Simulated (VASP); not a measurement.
Input of a VASP 6.6.1 run:

File INCAR:

```
ALGO     = Normal         # electronic algorithm
EDIFF    = 1E-6           # SCF threshold, eV
ENCUT    = 520            # plane-wave cutoff, eV
GGA      = PE             # functional
ISIF     = 2              # what is computed and relaxed
ISMEAR   = 0              # smearing method
LASPH    = True           # aspherical terms in the spheres
LCHARG   = False          # write CHGCAR
LREAL    = False          # projectors in reciprocal space
LWAVE    = False          # write WAVECAR
NBANDS   = 46             # bands
NELM     = 60             # most SCF steps
PREC     = Accurate       # precision mode
SIGMA    = 0.02           # smearing width, eV
```

File KPOINTS:

```
k-points
0
Gamma
  6 6 8
```

File POSCAR:

```
ZnO
1.0
    5.6076239978      0.0000000000      0.0000000000
    0.0000000000      5.6076239978      0.0000000000
    0.0000000000      0.0000000000      3.2799339693
Zn O
4 4
Direct
    0.1817697575      0.1817697575      0.5000000000
    0.8182302425      0.8182302425      0.5000000000
    0.6817697575      0.3182302425      0.0000000000
    0.3182302425      0.6817697575      0.0000000000
    0.8183892359      0.1816107641      0.5000000000
    0.1816107641      0.8183892359      0.5000000000
    0.6816107641      0.6816107641      0.0000000000
    0.3183892359      0.3183892359      0.0000000000
```

Potentials or basis: VASP PAW PBE potentials, release 64 (Zn, O).

Launch:

```bash
$ cat potpaw_PBE.64/Zn/POTCAR potpaw_PBE.64/O/POTCAR > POTCAR
$ mpirun -np 1 vasp_std > vasp.out
```

(1) Predict the band gap on the k mesh.

(2) What does it give for the pressure?

## Answers

(1) 0.75 eV.

(2) 0.8 GPa.

Caveat: semilocal functionals underestimate gaps, and a narrow one can read as zero.
